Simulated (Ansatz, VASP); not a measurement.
## One calculation of MgO, two programs

```
CELL_PARAMETERS angstrom
-0.01891 2.10955 2.10955
2.10955 -0.01891 2.10955
2.10955 2.10955 -0.01891
ATOMIC_POSITIONS crystal
Mg 0.00000 0.00000 0.00000
O 0.50000 0.50000 0.50000
```

Change from the starting cell: strained cell.

Alike in both runs: task relaxation of the atoms; functional PBEsol; k mesh 9 × 9 × 9; occupations gaussian, width 0.02 eV; no spin polarisation.

|  | VASP | Ansatz |
| --- | --- | --- |
| version | VASP 6.6.1 | Ansatz 0.2.0 |
| potentials or method | VASP PAW PBE potentials, release 64 (Mg, O), cutoff 520 eV | scalar-relativistic, plane waves, PAW |
| valence electrons in the cell | 8 | 16 |

Ansatz gave:

- gap on the k mesh at the Fermi level, each at its own relaxed structure (eV): 4.40

Question: What did VASP give for the same quantities?

Answer: gap on the k mesh at the Fermi level, each at its own relaxed structure (eV): 4.39.

VASP's potentials were made for PBE, not for PBEsol, and Ansatz warns of the same on its side. VASP's potentials hold 8 valence electrons a cell and Ansatz's 16, so a difference there can come from the potentials and not from the codes. Ansatz's warnings: stress scf threshold loose.

Noted on VASP's run: the relaxation stopped at its first step, so nothing moved.
